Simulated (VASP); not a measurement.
Crystal: ZnSe.

```
Zn Se
1.0
     0.00000    2.83242    2.83242
     2.83242    0.00000    2.83242
     2.83242    2.83242    0.00000
Zn Se
1 1
Direct
  0.00000 0.00000 0.00000
  0.25000 0.25000 0.25000
```

Base run:

* Program: VASP 6.6.1
* Functional: r2SCAN
* Potentials or basis: VASP PAW PBE potentials, release 64 (Zn, Se)
* Cutoff: 520 eV
* k mesh: 6 × 6 × 6
* Occupations: gaussian, width 0.01 eV
* Spin: no spin polarisation

Its results: band gap on the k mesh 1.87 eV, direct; pressure 0.1 GPa.

Question: The run is repeated on the same cell with these changes: functional from r2SCAN to PBE. What comes out?

Answer: Band gap on the k mesh 1.29 eV, direct; pressure 2.5 GPa.

r2SCAN gives the wider gap, since meta-GGAs in the generalised Kohn-Sham scheme recover part of the derivative discontinuity.

Caveats: the PAW data sets were made with another functional, which shifts forces and pressure a little (some runs).

